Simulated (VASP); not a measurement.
# B5N (P6/mmm) in VASP: a series of runs, part 2 of 3

VASP 6.6.1. The steps go on from the part before.

## 3. Single point, PBE

This run uses another cell than the first one, of 8.03 Å³/atom, 1.176 times its volume.

File INCAR:

```
SYSTEM = B5N
ALGO = Normal
EDIFF = 1E-7
ENCUT = 520
GGA = PE
ISIF = 2
ISMEAR = 0
LASPH = .True.
LCHARG = .True.
LELF = .True.
LREAL = .False.
LVHAR = .True.
LWAVE = .False.
NBANDS = 19
NELM = 80
PREC = Accurate
SIGMA = 0.1
```

File KPOINTS:

```
k-points
0
Gamma
  6 6 6
  0 0 0
```

File POSCAR:

```
B5N
1.0
    4.0876513100      0.0000000000      0.0000000000
   -2.0438256500      3.5400098800      0.0000000000
    0.0000000000      0.0000000000      3.3295367900
B N
5 1
Direct
    0.3333333300      0.6666666700      0.0000000000
    0.6666666700      0.3333333300      0.0000000000
    0.5000000000      0.0000000000      0.5000000000
    0.5000000000      0.5000000000      0.5000000000
    0.0000000000      0.5000000000      0.5000000000
    0.0000000000      0.0000000000      0.0000000000
```

Potentials or basis: VASP PAW PBE potentials, release 64 (B, N).

Started as:

```bash
cat potpaw_PBE.64/B/POTCAR potpaw_PBE.64/N/POTCAR > POTCAR
mpirun -np 1 vasp_std > vasp.out
```

OUTCAR:

```text
SYSTEM = B5N
   EDIFF = 1E-7
   ENCUT = 520
   GGA = PE
   ISIF = 2
   ISMEAR = 0
   LASPH = .True.
   LREAL = .False.
   NELM = 80
   PREC = Accurate

 ion  position               nearest neighbor table
   1  0.333  0.667  0.000-   5 2.04   5 2.04   3 2.04   3 2.04   4 2.04   4 2.04
   2  0.667  0.333  0.000-   5 2.04   5 2.04   3 2.04   3 2.04   4 2.04   4 2.04
   3  0.500  0.000  0.500-   1 2.04   2 2.04   1 2.04   2 2.04   4 2.04   4 2.04   5 2.04   5 2.04

   4  0.500  0.500  0.500-   1 2.04   2 2.04   1 2.04   2 2.04   5 2.04   5 2.04   3 2.04   3 2.04

   5  0.000  0.500  0.500-   1 2.04   2 2.04   1 2.04   2 2.04   4 2.04   4 2.04   3 2.04   3 2.04

   6  0.000  0.000  0.000-

  LATTYP: Found a hexagonal cell.
 ALAT       =     4.0876513100
 C/A-ratio  =     0.8145354233

  Lattice vectors:

 A1 = (   4.0876513100,   0.0000000000,   0.0000000000)
 A2 = (  -2.0438256500,   3.5400098800,   0.0000000000)
 A3 = (   0.0000000000,   0.0000000000,   3.3295367900)

Analysis of symmetry for initial positions (statically):
[... 177 lines left out ...]
  free energy    TOTEN  =       -29.98274847 eV

  energy without entropy =      -29.96693154  energy(sigma->0) =      -29.97484001

 E-fermi :   6.2264     XC(G=0): -11.7018

 val. band max:        6.2240135037   @ k =   0.1667  -0.0000   0.0000
 cond. band min:       6.2605377629   @ k =   0.1667  -0.0000   0.3333
 fundamental gap:      0.0365242592
 Fermi energy:         6.2263696349

 k-point     1 :       0.0000    0.0000    0.0000
  band No.  band energies     occupation
      1     -10.3560      2.00000
      2      -4.6778      2.00000
      3      -2.5276      2.00000
      4      -0.4547      2.00000
      5       0.6288      2.00000
      6       0.6288      2.00000
[... 505 lines left out ...]
      6       0.1444      2.00000
[... 11 lines left out ...]
     18      14.1230      0.00000
     19      14.9469      0.00000

 [... further k-points ...]
[... 5 lines left out ...]
  --------------------------------------------------------------------------------------
  -------------------------------------------------------------------------------------
  Total       -6.8872504     -6.8872504    -13.2688042     -0.0000000      0.0000000     -0.0000000
  in kB     -229.0310265   -229.0310270   -441.2454445     -0.0000003      0.0000000     -0.0000000
  external PRESSURE =    -299.7691660 kB  Pullay stress =       0.0000000 kB

 VOLUME and BASIS-vectors are now :
 -----------------------------------------------------------------------------
  energy-cutoff  :      520.00
  volume of cell :       48.18
      direct lattice vectors                 reciprocal lattice vectors
     4.087651310  0.000000000  0.000000000     0.244639262  0.141242543  0.000000000
    -2.043825650  3.540009880  0.000000000     0.000000000  0.282485087  0.000000000
     0.000000000  0.000000000  3.329536790     0.000000000  0.000000000  0.300342079

 POSITION                                       TOTAL-FORCE (eV/Angst)
 -----------------------------------------------------------------------------------
     -0.00000      2.36001      0.00000         0.000000      0.000000      0.000000
      2.04383      1.18000      0.00000        -0.000000     -0.000000     -0.000000
      2.04383      0.00000      1.66477         0.000000      0.000000      0.000000
      1.02191      1.77000      1.66477         0.000000      0.000000      0.000000
     -1.02191      1.77000      1.66477         0.000000      0.000000      0.000000
      0.00000      0.00000      0.00000         0.000000      0.000000      0.000000
 -----------------------------------------------------------------------------------
    total drift:                               -0.000000      0.000000     -0.000000

  FREE ENERGIE OF THE ION-ELECTRON SYSTEM (eV)
  ---------------------------------------------------
  free  energy   TOTEN  =       -29.9827484738 eV

  energy  without entropy=      -29.9669315399  energy(sigma->0) =      -29.97484001
```

stdout:

```text
POSCAR found type information on POSCAR B N
 POSCAR found :  2 types and       6 ions
 scaLAPACK will be used
 LDA part: xc-table for (Slater+PW92), standard interpolation
 POSCAR, INCAR and KPOINTS ok, starting setup
 FFT: planning ... GRIDC
 FFT: planning ... GRID_SOFT
 FFT: planning ... GRID
 WAVECAR not read
 entering main loop
```

Wall time 36 s (1 thread of Intel Xeon 8259CL, shared host); peak memory 0.16 GiB.

Results:

```
Free energy            : -29.9827 eV
Pressure               : -30.0 GPa
Band gap on the k mesh : zero (band 10 reaches 7.16 eV, above the bottom of band 11 at 4.18 eV)
```

## 4. Relaxation of cell and atoms, PBE

This run uses another cell than the first one, of 8.03 Å³/atom, 1.176 times its volume.

File INCAR:

```
ALGO = Normal ; EDIFF = 1E-6
EDIFFG = -0.04 ; ENCUT = 600
GGA = PE ; IBRION = 2
ISIF = 3 ; ISMEAR = 0
LASPH = T ; LCHARG = F
LREAL = F ; LWAVE = F
NELM = 80 ; NSW = 90
PREC = Accurate ; SIGMA = 0.1
```

File KPOINTS:

```
k-points
0
Gamma
  6 6 6
```

POSCAR is that of step 3.

Potentials or basis: VASP PAW PBE potentials, release 64 (B, N).

Started as:

```bash
cat potpaw_PBE.64/B/POTCAR potpaw_PBE.64/N/POTCAR > POTCAR
mpirun -np 1 vasp_std > vasp.out
```

OUTCAR:

```text
EDIFF = 1E-6
   EDIFFG = -0.04
   ENCUT = 600
   GGA = PE
   IBRION = 2
   ISIF = 3
   ISMEAR = 0
   LASPH = T
   LREAL = F
   NELM = 80
   NSW = 90
   PREC = Accurate

 ion  position               nearest neighbor table
   1  0.333  0.667  0.000-   5 2.04   5 2.04   3 2.04   3 2.04   4 2.04   4 2.04
   2  0.667  0.333  0.000-   5 2.04   5 2.04   3 2.04   3 2.04   4 2.04   4 2.04
   3  0.500  0.000  0.500-   1 2.04   2 2.04   1 2.04   2 2.04   4 2.04   4 2.04   5 2.04   5 2.04

   4  0.500  0.500  0.500-   1 2.04   2 2.04   1 2.04   2 2.04   5 2.04   5 2.04   3 2.04   3 2.04

   5  0.000  0.500  0.500-   1 2.04   2 2.04   1 2.04   2 2.04   4 2.04   4 2.04   3 2.04   3 2.04

   6  0.000  0.000  0.000-

  LATTYP: Found a hexagonal cell.
 ALAT       =     4.0876513100
 C/A-ratio  =     0.8145354233

  Lattice vectors:

 A1 = (   4.0876513100,   0.0000000000,   0.0000000000)
 A2 = (  -2.0438256500,   3.5400098800,   0.0000000000)
 A3 = (   0.0000000000,   0.0000000000,   3.3295367900)

Analysis of symmetry for initial positions (statically):
=====================================================================
 Subroutine PRICEL returns:
 Original cell was already a primitive cell.

 Routine SETGRP: Setting up the symmetry group for a
 hexagonal supercell.

 Subroutine GETGRP returns: Found 24 space group operations
 (whereof 24 operations were pure point group operations)
[... 184 lines left out ...]
  external PRESSURE =    -300.4762776 kB  Pullay stress =       0.0000000 kB
[... 307 lines left out ...]
--------------------------------------- Ionic step        9  -------------------------------------------

 number of electron      20.0000000 magnetization

 Free energy of the ion-electron system (eV)
  ---------------------------------------------------
  ext. energy  EPLUGINS =         0.00000000
  ---------------------------------------------------
  free energy    TOTEN  =       -31.14541130 eV

  energy without entropy =      -31.12893350  energy(sigma->0) =      -31.13717240

 E-fermi :   7.7520     XC(G=0): -12.3690

 val. band max:        7.7515727334   @ k =   0.1667  -0.0000   0.5000
 cond. band min:       7.7943965354   @ k =   0.3333   0.1667   0.1667
 fundamental gap:      0.0428238020
 Fermi energy:         7.7520174096

 k-point     1 :       0.0000    0.0000    0.0000
  band No.  band energies     occupation
      1     -10.2264      2.00000
      2      -3.4395      2.00000
      3      -2.5535      2.00000
      4       0.7907      2.00000
      5       0.7907      2.00000
      6       0.8358      2.00000
      7       0.8358      2.00000
      8       1.4984      2.00000
      9       8.0409      0.00004
     10       9.7605      0.00000
     11       9.7605      0.00000
     12       9.8062      0.00000
     13       9.8686      0.00000
     14      11.6265      0.00000
[... 377 lines left out ...]
      1      -6.8833      2.00000
      2      -5.3326      2.00000
      3      -3.0144      2.00000
      4      -2.9865      2.00000
      5       0.0428      2.00000
      6       0.7087      2.00000
      7       1.6435      2.00000
      8       3.9958      2.00000
      9       6.6332      2.00000
     10       6.9186      2.00000
     11       8.0796      0.00000
     12       9.3963      0.00000
     13       9.5155      0.00000
     14      10.6750      0.00000

 [... further k-points ...]
[... 5 lines left out ...]
  --------------------------------------------------------------------------------------
  -------------------------------------------------------------------------------------
  Total        0.0084355      0.0084355     -0.0229289      0.0000000      0.0000000      0.0000000
  in kB        0.3303691      0.3303691     -0.8979891      0.0000000      0.0000000      0.0000000
  external PRESSURE =      -0.0790836 kB  Pullay stress =       0.0000000 kB
[... 21 lines left out ...]
  FREE ENERGIE OF THE ION-ELECTRON SYSTEM (eV)
  ---------------------------------------------------
  free  energy   TOTEN  =       -31.1454113002 eV

  energy  without entropy=      -31.1289334983  energy(sigma->0) =      -31.13717240

 reached required accuracy - stopping structural energy minimisation
```

Run time: 3.2 min. Hardware: 1 thread of Intel Xeon 8259CL, shared host; peak memory 0.19 GiB.

Results:

```yaml
Free_energy: -31.1454 eV
Relaxed_volume: 6.82 Å³/atom
Relaxed_cell: a = 4.034 Å, b = 4.034 Å, c = 2.903 Å, α = 90.00°, β = 90.00°, γ = 120.00°
Space_group_after_relaxing_to_0.05_Å: P6/mmm (No. 191)
Energy_gained_by_relaxing: 193.0 meV/atom
Ionic_steps: 9
Pressure_after_relaxing: 0.0 GPa
```

Step by step:
```
step  energy change (eV)  largest force (eV/Å)  pressure (GPa)  volume (Å³)
   1              0.0000                0.0000          -30.05        48.18
   2             -1.0003                0.0000           10.52        38.38
   3             -1.0334                0.0000            2.02        39.66
   4             -1.0950                0.0000            2.65        39.88
   5             -1.1135                0.0000            4.91        40.43
   6             -1.1503                0.0000            3.34        40.18
   7             -1.1509                0.0000            3.50        40.22
   8             -1.1548                0.0000           -2.31        41.40
   9             -1.1582                0.0000           -0.01        40.91
```

Final structure:
```xyz
6
Lattice="4.0342 0.0000 0.0000 -2.0171 3.4937 0.0000 0.0000 0.0000 2.9026" Properties=species:S:1:pos:R:3 pbc="T T T"
B     0.0000    2.3291    0.0000
B     2.0171    1.1646    0.0000
B     2.0171    0.0000    1.4513
B     1.0085    1.7468    1.4513
B    -1.0085    1.7468    1.4513
N     0.0000    0.0000    0.0000
```

Levels at points of the mesh, in eV from the Fermi level:
```
           k point  band 6  band 7  band 8  band 9  band 10  band 11  band 12  band 13  band 14
(0.00, 0.00, 0.00)   -6.92   -6.92   -6.25    0.29     2.01     2.01     2.05     2.12     3.87
(0.50, 0.00, 0.00)   -4.33   -2.97   -2.37   -0.19    -0.12    -0.12     1.33     1.56     3.53
(0.00, 0.00, 0.50)   -5.56   -3.80   -3.80   -2.57    -2.57    -2.53    -1.91    -1.00    -1.00
(0.50, 0.00, 0.50)   -7.31   -6.60   -3.97    0.20     0.27     1.40     1.40     2.99     3.52
```

Caveat: the volume moved by over 15 % at a fixed basis, so the end points are rough; the bands computed are all filled at some k points, so no gap is given.

[end of part 2 of 3]
